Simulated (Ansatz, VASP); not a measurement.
One calculation of NiO2, two programs

INCAR

```
SYSTEM = NiO2
PREC = Accurate ; ENCUT = 700
EDIFF = 1E-6 ; ISMEAR = 0
SIGMA = 0.05 ; LREAL = .FALSE.
LASPH = .TRUE. ; NELM = 120
ALGO = Normal ; ISIF = 2
LWAVE = .FALSE. ; LCHARG = .TRUE.
LELF = .TRUE. ; LVHAR = .TRUE.
NBANDS = 22 ; GGA_COMPAT = .FALSE.
```

The input KPOINTS:

```
regular mesh
0
G
  12 12 6
  0 0 0
```

The input POSCAR:

```
NiO2
1.0
    2.7627792314      0.0000000000      0.0000000000
   -1.3813896157      2.3926369995      0.0000000000
    0.0000000000      0.0000000000      4.2061363981
Ni O
1 2
Direct
    0.0000000000      0.0000000000      0.5000000000
    0.6666666667      0.3333333333      0.7305104846
    0.3333333333      0.6666666667      0.2694895154
```

Input for Ansatz:

```yaml
crystal:
  lattice:
    - [2.7627792314, 0.0, 0.0]
    - [-1.3813896157, 2.3926369995, 0.0]
    - [0.0, 0.0, 4.2061363981]
  atoms:
    - { symbol: Ni, position: [0.0, 0.0, 0.5] }
    - { symbol: O, position: [0.6666666667, 0.3333333333, 0.7305104846] }
    - { symbol: O, position: [0.3333333333, 0.6666666667, 0.2694895154] }
basis:
  ecutwfc: 520.0
kpoints:
  mp_grid: { grid: [12, 12, 6] }
hamiltonian:
  xc: lda
  pseudopotentials: { kind: paw }
scf:
  occupations: { method: gaussian, width: 0.05 }
output:
  forces: true
  stress: true
  eigenvalues: true
```

Alike in both runs: task single point; functional LDA; k mesh 12 × 12 × 6; occupations gaussian, width 0.05 eV; no spin polarisation.

|  | VASP | Ansatz |
| --- | --- | --- |
| version | VASP 6.6.1 | Ansatz 0.2.0 |
| potentials or method | VASP PAW LDA potentials, release 64 (Ni_sv_GW, O), cutoff 700 eV | scalar-relativistic, plane waves, PAW |
| valence electrons in the cell | 30 | 30 |

Ansatz gave:

* gap on the k mesh at the Fermi level (eV): 0.68
* least direct gap on the mesh (eV): 0.85
* pressure (GPa): -7.7
* traceless stress, the component that is largest in VASP (GPa): -2.42
* rms of the force components (eV/Å): 0.456

Question: Estimate VASP's values.

Answer: gap on the k mesh at the Fermi level (eV): 0.67; least direct gap on the mesh (eV): 0.84; pressure (GPa): -6.7; traceless stress, the component that is largest in VASP (GPa): -3.12; rms of the force components (eV/Å): 0.405.

LDA's correlation is that of Perdew and Zunger in VASP and of Perdew and Wang (1992) in Ansatz. Atom by atom the forces differ by 0.051 eV/Å (rms over components).
